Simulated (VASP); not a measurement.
Set up this calculation in VASP 6.6.1, as the native input.

```yaml
Task: single point
Functional: PBE
Potentials_or_basis: VASP PAW PBE potentials, release 64 (Al, Ga_d, As)
Cutoff: 520 eV
k_mesh: 4 × 4 × 4
Occupations: gaussian, width 0.1 eV
Spin: no spin polarisation
Dipole_correction: no
Further_INCAR_settings: ALGO = Normal; EDIFF = 1e-06; NBANDS = 31
```

The structure of Al3GaAs4 lies in POSCAR:

```
Al3GaAs4
1.0
    5.7314492762      0.0000000000      0.0000000000
    0.0000000000      5.7314492762      0.0000000000
    0.0000000000      0.0000000000      5.7314492762
Al Ga As
3 1 4
Direct
    0.5000000000      0.5000000000      0.0000000000
    0.5000000000      0.0000000000      0.5000000000
    0.0000000000      0.5000000000      0.5000000000
    0.0000000000      0.0000000000      0.0000000000
    0.7491151878      0.7491151878      0.2508848122
    0.7491151878      0.2508848122      0.7491151878
    0.2508848122      0.7491151878      0.7491151878
    0.2508848122      0.2508848122      0.2508848122
```

The input as run:

INCAR

```
PREC = Accurate ; ENCUT = 520
EDIFF = 1E-6 ; ISMEAR = 0
SIGMA = 0.1 ; LREAL = F
LASPH = T ; NELM = 100
ALGO = Normal ; ISIF = 2
LWAVE = F ; LCHARG = F
GGA = PE ; NBANDS = 31
```

KPOINTS

```
Automatic mesh
0
Gamma
  4 4 4
```

Potentials or basis: VASP PAW PBE potentials, release 64 (Al, Ga_d, As).

Run with:

```console
$ cat potpaw_PBE.64/Al/POTCAR potpaw_PBE.64/Ga_d/POTCAR potpaw_PBE.64/As/POTCAR > POTCAR
$ mpirun -np 1 vasp_std > vasp.out
```

It gave:

The pressure is 0.2 GPa and the band gap on the k mesh is 1.03 eV (least direct gap 1.17 eV).

Run time: 36 s on 1 thread of AMD EPYC 9R45 96-Core Processor (Zen 5) (shared host), peak memory 0.32 GiB.
